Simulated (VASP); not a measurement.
K, 1 atom in the cell. It takes space group Pm-3m (No. 221, cubic). The conventional cell has a = 4.310 Å, b = 4.310 Å, c = 4.310 Å, α = 90.00°, β = 90.00°, γ = 90.00°. Within 5.7 Å of K (site symmetry m-3m) lie 6 K at 4.31 Å. This isn't the form of K at room conditions, which is bcc.

| Item | Value |
| --- | --- |
| Program | VASP 6.6.1 |
| Task | relaxation of cell and atoms |
| Functional | PBEsol |
| Dispersion | D4 |
| Potentials or basis | VASP PAW PBE potentials, release 64 (K_sv) |
| Cutoff | 600 eV |
| k mesh | 6 × 6 × 6 |
| Occupations | fermi-dirac, width 0.05 eV |
| Spin | no spin polarisation |
| Dipole correction | no |
| Further INCAR settings | ALGO = Normal; EDIFF = 1e-07; IBRION = 2; EDIFFG = -0.01; NSW = 60; ISIF = 3 |

Potentials or basis: VASP PAW PBE potentials, release 64 (K_sv).

Run with:

```bash
$ cat potpaw_PBE.64/K_sv/POTCAR > POTCAR
$ mpirun -np 1 vasp_std > vasp.out
```

Hardware: 1 thread of Intel Xeon 8259CL, with other jobs on the host.

How long does it take, and how much memory?

Wall time 61 s on 1 thread of Intel Xeon 8259CL, on a shared host, peak memory 0.21 GiB. Counts: scf iterations 40, k points 20, ion steps 4.
